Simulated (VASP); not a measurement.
The system is Ir.

```xyz
2
Lattice="2.7514 0.0000 0.0000 -1.3757 2.3828 0.0000 0.0000 0.0000 4.4623" Properties=species:S:1:pos:R:3 pbc="T T T"
Ir    1.3757    0.7943    3.3467
Ir    0.0000    1.5885    1.1156
```

Base run:

```yaml
Program: VASP 6.6.1
Functional: r2SCAN
Potentials_or_basis: VASP PAW PBE potentials, release 64 (Ir)
Cutoff: 520 eV
k_mesh: 14 × 14 × 8
Occupations: fermi-dirac, width 0.08 eV
Spin: collinear spin, ferromagnetic start
Starting_moments: "[0.5, 0.5] μB"
Fixed_moment: 1 μB
```

Its results: pressure -4.5 GPa; site moments Ir +0.50 μB.

The run is repeated on the same cell with these changes: fixed moment from 1 μB to 0.4 μB; moments at the start from [0.5, 0.5] to [0.2, 0.2]. What comes out?

Pressure -6.1 GPa; site moments Ir +0.20 μB.

Caveats: the PAW data sets were made with another functional, which shifts forces and pressure a little; the total moment is fixed, so each spin has its own Fermi level.
